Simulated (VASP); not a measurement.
# Yb (Im-3m) in VASP: a series of runs

Aim: see how the results for Yb move with the level of theory and the settings. Levels: revPBE, PBEsol. Tasks: single point.

Program: VASP 6.6.1. These are calculated values, not measurements. Logs are shortened: lines on timing, memory, paths and dates and some standing lists are left out, and cuts for length are marked.

## 1. The cell of the first run

It takes space group Im-3m (No. 229, cubic). Conventional cell: a = 4.216 Å, b = 4.216 Å, c = 4.216 Å, α = 90.00°, β = 90.00°, γ = 90.00°. Within 4.8 Å of Yb (site symmetry m-3m) lie 14 Yb at 3.65 to 4.22 Å.

## 2. Single point, revPBE

The input, INCAR:

```
SYSTEM = Yb
  PREC = Accurate
  ENCUT = 520
  EDIFF = 1E-6
  ISMEAR = -1
  SIGMA = 0.05
  LREAL = .FALSE.
  LASPH = .TRUE.
  NELM = 80
  ALGO = Normal
  ISIF = 2
  LWAVE = .FALSE.
  LCHARG = .TRUE.
  GGA = RE
  LELF = .TRUE.
  LVHAR = .TRUE.
  NBANDS = 18
```

The input, KPOINTS:

```
regular mesh
0
G
  12 12 12
  0 0 0
```

The input, POSCAR:

```
Yb
1.0
   -2.1079364751      2.1079364751      2.1079364751
    2.1079364751     -2.1079364751      2.1079364751
    2.1079364751      2.1079364751     -2.1079364751
Yb
1
Direct
    0.0000000000      0.0000000000      0.0000000000
```

Potentials or basis: VASP PAW PBE potentials, release 64 (Yb).

Launch:

```sh
$ cat potpaw_PBE.64/Yb/POTCAR > POTCAR
$ mpirun -np 1 vasp_std > vasp.out
```

OUTCAR:

```text
SYSTEM = Yb
   PREC = Accurate
   ENCUT = 520
   EDIFF = 1E-6
   ISMEAR = -1
   LREAL = .FALSE.
   LASPH = .TRUE.
   NELM = 80
   ISIF = 2
   GGA = RE

 ion  position               nearest neighbor table
   1  0.000  0.000  0.000-

  LATTYP: Found a body centered cubic cell.
 ALAT       =     4.2158729502

  Lattice vectors:

 A1 = (  -2.1079364751,   2.1079364751,   2.1079364751)
 A2 = (   2.1079364751,  -2.1079364751,   2.1079364751)
 A3 = (   2.1079364751,   2.1079364751,  -2.1079364751)

Analysis of symmetry for initial positions (statically):
=====================================================================
 Subroutine PRICEL returns:
 Original cell was already a primitive cell.

 Routine SETGRP: Setting up the symmetry group for a
 body centered cubic supercell.

 Subroutine GETGRP returns: Found 48 space group operations
 (whereof 48 operations were pure point group operations)
 out of a pool of 48 trial point group operations.

The static configuration has the point symmetry O_h .

Analysis of symmetry for dynamics (positions and initial velocities):
=====================================================================
 Subroutine PRICEL returns:
 Original cell was already a primitive cell.

 Routine SETGRP: Setting up the symmetry group for a
 body centered cubic supercell.

 Subroutine GETGRP returns: Found 48 space group operations
 (whereof 48 operations were pure point group operations)
 out of a pool of 48 trial point group operations.

The dynamic configuration has the point symmetry O_h .

 Subroutine INISYM returns: Found 48 space group operations
 (whereof 48 operations are pure point group operations),
 and found     1 'primitive' translations

----------------------------------------------------------------------------------------

                                     Primitive cell

  volume of cell :      37.4656

  direct lattice vectors                    reciprocal lattice vectors
    -2.107936475  2.107936475  2.107936475     0.000000000  0.237198799  0.237198799
     2.107936475 -2.107936475  2.107936475     0.237198799  0.000000000  0.237198799
     2.107936475  2.107936475 -2.107936475     0.237198799  0.237198799  0.000000000

  length of vectors
     3.651053074  3.651053074  3.651053074     0.335449758  0.335449758  0.335449758

  position of ions in fractional coordinates (direct lattice)
     0.000000000  0.000000000  0.000000000

  ion indices of the primitive-cell ions
   primitive index   ion index
                 1           1

----------------------------------------------------------------------------------------

 KPOINTS: regular mesh

Automatic generation of k-mesh.
 Grid dimensions read from file:
 generate k-points for:   12   12   12

 Generating k-lattice:

  Cartesian coordinates                     Fractional coordinates (reciprocal lattice)
     0.000000000  0.019766567  0.019766567     0.083333333  0.000000000  0.000000000
     0.019766567  0.000000000  0.019766567     0.000000000  0.083333333  0.000000000
     0.019766567  0.019766567  0.000000000     0.000000000  0.000000000  0.083333333

  Length of vectors
     0.027954147  0.027954147  0.027954147

  Shift w.r.t. Gamma in fractional coordinates (k-lattice)
     0.000000000  0.000000000  0.000000000

 Subroutine IBZKPT returns following result:
 ===========================================

 Found     72 irreducible k-points:

 Following reciprocal coordinates:
            Coordinates               Weight
  0.000000  0.000000  0.000000      1.000000
  0.083333  0.000000  0.000000     12.000000
  0.166667  0.000000  0.000000     12.000000
  0.250000  0.000000  0.000000     12.000000
  0.333333  0.000000  0.000000     12.000000
  0.416667  0.000000  0.000000     12.000000
[... 16 lines left out ...]
  0.333333  0.083333  0.083333     24.000000
  0.416667  0.083333  0.083333     12.000000
 [... further k-points ...]
   k-points           NKPTS =     72   k-points in BZ     NKDIM =     72   number of bands    NBANDS=     18
   number of dos      NEDOS =    301   number of ions     NIONS =      1
   total plane-waves  NPLWV =  21952
   dimension x,y,z NGX =    28 NGY =   28 NGZ =   28
   dimension x,y,z NGXF=    56 NGYF=   56 NGZF=   56
   ions per type =               1
   NGX,Y,Z   is equivalent  to a cutoff of  12.75, 12.75, 12.75 a.u.
   NGXF,Y,Z  is equivalent  to a cutoff of  25.50, 25.50, 25.50 a.u.
 SYSTEM =  Yb
   PREC   = accura    normal or accurate (medium, high low for compatibility)
   ISTART =      0    job   : 0-new  1-cont  2-samecut
   ICHARG =      2    charge: 1-file 2-atom 10-const
   ISPIN  =      1    spin polarized calculation?
   LNONCOLLINEAR =      F non collinear calculations
   LSORBIT =      F    spin-orbit coupling
   LASPH  =      T    aspherical Exc in radial PAW
   ENCUT  =  520.0 eV  38.22 Ry    6.18 a.u.   6.79  6.79  6.79*2*pi/ulx,y,z
   NELM   =     80;   NELMIN=  2; NELMDL= -5     # of ELM steps
   EDIFF  = 0.1E-05   stopping-criterion for ELM
   LREAL  =      F    real-space projection
   EDIFFG = 0.1E-04   stopping-criterion for IOM
   NSW    =      0    number of steps for IOM
   IBRION =     -1    ionic relax: 0-MD 1-quasi-New 2-CG
   NFREE  =      0    steps in history (QN), initial steepest desc. (CG)
   ISIF   =      2    stress and relaxation
   ISYM   =      2    0-nonsym 1-usesym 2-fastsym
   POTIM  = 0.5000    time-step for ionic-motion
   TEBEG  =    0.0;   TEEND  =   0.0 temperature during run
   PSTRESS=    0.0 pullay stress
   NELECT =      24.0000    total number of electrons
   NUPDOWN=      -1.0000    fix difference up-down
   EMIN   =  10.00;   EMAX   =-10.00  energy-range for DOS
   EFERMI =   0.00;   METHOD = LEGACY
   ISMEAR =    -1;   SIGMA  =   0.05  broadening in eV -4-tet -1-fermi 0-gaus
   EFERMI_NEDOS =   21; number of points for ismear=-14 and -15
   IALGO  =     38    algorithm
   IMIX   =      4    mixing-type and parameters
     AMIX     =   0.40;   BMIX     =  1.00
     AMIX_MAG =   1.60;   BMIX_MAG =  1.00
  volume/ion in A,a.u.               =      37.47       252.83
  Fermi-wavevector in a.u.,A,eV,Ry     =   1.411241  2.666858 27.097363  1.991600
  Thomas-Fermi vector in A             =   2.533112
   LORBIT       =      0    0 simple, 1 ext, 2 COOP (PROOUT), +10 PAW based schemes
   GGA     = RE    functional components
   LHFCALC =     F    Hartree Fock is set to
   AEXX    =    0.0000 exact exchange contribution
   IVDW    =     0    specifies the selected vdW correction
   LEPSILON=     F    determine dielectric tensor
   LRPA    =     F    only Hartree local field effects (RPA)
 non-spin polarized calculation
  energy-cutoff  :      520.00
  volume of cell :       37.47
 maximum number of plane-waves:      1048
   NGX = 13   NGY = 13   NGZ = 13

 number of electron      24.0000008 magnetization

 Free energy of the ion-electron system (eV)
  ---------------------------------------------------
  ext. energy  EPLUGINS =         0.00000000
  ---------------------------------------------------
  free energy    TOTEN  =        -3.33889064 eV

  energy without entropy =       -3.32555952  energy(sigma->0) =       -3.33222508

 E-fermi :   1.5289     XC(G=0):  -9.1466

 val. band max:        1.5253522992   @ k =  -0.4167  -0.4167   0.2500
 cond. band min:       1.5292582527   @ k =   0.2500   0.2500   0.1667
 fundamental gap:      0.0039059535
 Fermi energy:         1.5289288370

 k-point     1 :       0.0000    0.0000    0.0000
  band No.  band energies     occupation
      1     -50.2539      2.00000
      2     -22.4544      2.00000
      3     -22.4544      2.00000
      4     -22.4544      2.00000
      5      -3.5112      2.00000
      6       1.1088      1.99955
[... 10 lines left out ...]
     17       6.2602      0.00000
     18      12.0541      0.00000

 k-point     2 :       0.0833    0.0000    0.0000
  band No.  band energies     occupation
      1     -50.2529      2.00000
      2     -22.4749      2.00000
      3     -22.4610      2.00000
      4     -22.4544      2.00000
      5      -3.3482      2.00000
      6       1.1095      1.99955
[... 10 lines left out ...]
     17       6.2581      0.00000
     18      12.2241      0.00000

 k-point     3 :       0.1667    0.0000    0.0000
  band No.  band energies     occupation
      1     -50.2502      2.00000
      2     -22.5302      2.00000
      3     -22.4792      2.00000
      4     -22.4544      2.00000
      5      -2.8762      2.00000
      6       1.1122      1.99952
[... 10 lines left out ...]
     17       6.2788      0.00000
     18      12.4477      0.00000

 k-point     4 :       0.2500    0.0000    0.0000
  band No.  band energies     occupation
      1     -50.2465      2.00000
      2     -22.6045      2.00000
      3     -22.5039      2.00000
      4     -22.4544      2.00000
      5      -2.1495      2.00000
      6       1.1172      1.99947
[... 10 lines left out ...]
     17       6.3741      0.00000
     18      11.8884      0.00000

 k-point     5 :       0.3333    0.0000    0.0000
  band No.  band energies     occupation
      1     -50.2428      2.00000
      2     -22.6773      2.00000
      3     -22.5284      2.00000
      4     -22.4545      2.00000
      5      -1.2743      2.00000
      6       1.1158      1.99948
[... 10 lines left out ...]
     17       6.9086      0.00000
     18      10.4789      0.00000

 k-point     6 :       0.4167    0.0000    0.0000
  band No.  band energies     occupation
      1     -50.2401      2.00000
      2     -22.7297      2.00000
      3     -22.5463      2.00000
      4     -22.4545      2.00000
      5      -0.4543      2.00000
      6       1.1125      1.99952
[... 307 lines left out ...]
 k-point    21 :       0.1667    0.0833    0.0833
  band No.  band energies     occupation
      1     -50.2454      2.00000
      2     -22.6269      2.00000
      3     -22.4960      2.00000
      4     -22.4707      2.00000
      5      -1.8630      2.00000
      6       1.1233      1.99940
[... 10 lines left out ...]
     17       6.4275      0.00000
     18      11.6617      0.00000

 k-point    22 :       0.2500    0.0833    0.0833
  band No.  band energies     occupation
      1     -50.2422      2.00000
      2     -22.6798      2.00000
      3     -22.5285      2.00000
      4     -22.4721      2.00000
      5      -0.9902      2.00000
      6       1.1236      1.99940
[... 10 lines left out ...]
     17       7.2270      0.00000
     18       9.9395      0.00000

 k-point    23 :       0.3333    0.0833    0.0833
  band No.  band energies     occupation
      1     -50.2398      2.00000
      2     -22.7157      2.00000
      3     -22.5546      2.00000
      4     -22.4732      2.00000
      5      -0.1473      2.00000
      6       1.1203      1.99944
[... 10 lines left out ...]
     17       8.0006      0.00000
     18       9.0241      0.00000

 k-point    24 :       0.4167    0.0833    0.0833
  band No.  band energies     occupation
      1     -50.2389      2.00000
      2     -22.7284      2.00000
      3     -22.5645      2.00000
      4     -22.4736      2.00000
      5       0.2586      2.00000
      6       1.1182      1.99946
[... 10 lines left out ...]
     17       8.2112      0.00000
     18       8.9857      0.00000

 [... further k-points ...]

------------------------ aborting loop because EDIFF is reached ----------------------------------------

  FORCE on cell =-STRESS in cart. coord.  units (eV):
  Direction    XX          YY          ZZ          XY          YZ          ZX
  --------------------------------------------------------------------------------------
  -------------------------------------------------------------------------------------
  Total       -0.1194782     -0.1194782     -0.1194782      0.0000000      0.0000000      0.0000000
  in kB       -5.1093607     -5.1093607     -5.1093607      0.0000000      0.0000000      0.0000000
  external PRESSURE =      -5.1093607 kB  Pullay stress =       0.0000000 kB

 VOLUME and BASIS-vectors are now :
 -----------------------------------------------------------------------------
  energy-cutoff  :      520.00
  volume of cell :       37.47
      direct lattice vectors                 reciprocal lattice vectors
    -2.107936475  2.107936475  2.107936475     0.000000000  0.237198799  0.237198799
     2.107936475 -2.107936475  2.107936475     0.237198799  0.000000000  0.237198799
     2.107936475  2.107936475 -2.107936475     0.237198799  0.237198799  0.000000000

 POSITION                                       TOTAL-FORCE (eV/Angst)
 -----------------------------------------------------------------------------------
      0.00000      0.00000      0.00000        -0.000000      0.000000     -0.000000
 -----------------------------------------------------------------------------------
    total drift:                                0.000000     -0.000000      0.000000

  FREE ENERGIE OF THE ION-ELECTRON SYSTEM (eV)
  ---------------------------------------------------
  free  energy   TOTEN  =        -3.3388906445 eV

  energy  without entropy=       -3.3255595187  energy(sigma->0) =       -3.33222508
```

Wall time 2.9 min (1 thread of AMD EPYC 7R13, shared host); peak memory 0.18 GiB.

What came out:

| Property | Result |
| --- | --- |
| Free energy | -3.3389 eV |
| Pressure | -0.5 GPa |
| Band gap on the k mesh | zero (band 12 reaches 1.91 eV, above the bottom of band 13 at 1.23 eV) |

Levels at points of the mesh, in eV from the Fermi level:
```tsv
k point	band 10	band 11	band 12	band 13	band 14	band 15
(0.00, 0.00, 0.00)	-0.30	-0.30	-0.28	2.92	2.92	2.92
(0.50, 0.00, 0.00)	-0.33	-0.31	-0.29	0.49	1.36	4.44
(0.50, 0.50, 0.50)	-0.38	-0.29	-0.29	-0.29	4.95	4.95
```

Caveat: the PAW data sets were made with another functional, which shifts forces and pressure a little; spin-orbit coupling is left out, which moves the levels of the heavy elements.

(Part 1 of 2 ends here.)
